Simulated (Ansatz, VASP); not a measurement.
**One calculation of Mg2O, two programs**

```
Mg O
1.0
    -2.00536    2.00599    3.92205
     2.00536   -2.00599    3.92205
     2.00536    2.00599   -3.92205
Mg O
2 1
Direct
  0.50000 0.00000 0.50000
  0.00000 0.50000 0.50000
  0.00000 0.00000 0.00000
```

Alike in both runs: functional PBE; k mesh 7 × 7 × 7; occupations gaussian, width 0.2 eV; no spin polarisation.

Ansatz relaxed the structure, and its values are those at the end. VASP's run is a single point on that final structure, the one shown.

```csv
,VASP,Ansatz
version,VASP 6.6.1,Ansatz 0.2.0
potentials or method,"VASP PAW PBE potentials, release 64 (Mg, O), cutoff 600 eV","scalar-relativistic, plane waves, PAW"
valence electrons in the cell,10,26
```

Ansatz gave:

```
gap on the k mesh at the Fermi level (eV) : 0.35
least direct gap on the mesh (eV)         : 0.41
pressure (GPa)                            : 0.3
```

Q: Which values does VASP return?

A: gap on the k mesh at the Fermi level (eV): 0.34; least direct gap on the mesh (eV): 0.41; pressure (GPa): 0.0.

With one functional, cell and mesh, what is left measures potentials, basis and numerics. VASP's potentials hold 10 valence electrons a cell and Ansatz's 26, so a difference there can come from the potentials and not from the codes.
